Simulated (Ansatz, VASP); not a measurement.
# Two plane-wave programs on WSe4

```xyz
5
Lattice="3.2703 0.0000 0.0000 -1.6351 2.8321 0.0000 0.0000 0.0000 44.9769" Properties=species:S:1:pos:R:3 pbc="T T T"
Se    0.0000    1.8881    7.5000
Se    0.0000    1.8881   20.8157
Se    0.0000    1.8881   24.1612
Se    0.0000    1.8881   37.4769
W     0.0000    0.0000   22.4884
```

Alike in both runs: task single point; functional PBEsol; k mesh 9 × 9 × 1; occupations gaussian, width 0.05 eV; no spin polarisation.

|  | VASP | Ansatz |
| --- | --- | --- |
| version | VASP 6.6.1 | Ansatz 0.2.0 |
| potentials or method | VASP PAW PBE potentials, release 64 (Se, W_sv), cutoff 520 eV | scalar-relativistic, plane waves, PAW |
| valence electrons in the cell | 38 | 78 |

```csv
,VASP,Ansatz,Ansatz less VASP
gap on the k mesh at the Fermi level (eV),none,none,-
rms of the force components (eV/Å),0.026,0.004,-0.0225
```

VASP's potentials were made for PBE, not for PBEsol. A gap of «none» marks a metal or a gap that the smearing closes. The functional is the same, so the differences come from potentials, cutoffs and numerics. VASP's potentials hold 38 valence electrons a cell and Ansatz's 78, so a difference there can come from the potentials and not from the codes. Ansatz's warnings: xc potential rough in thin density.

Neither program's run includes spin-orbit coupling.
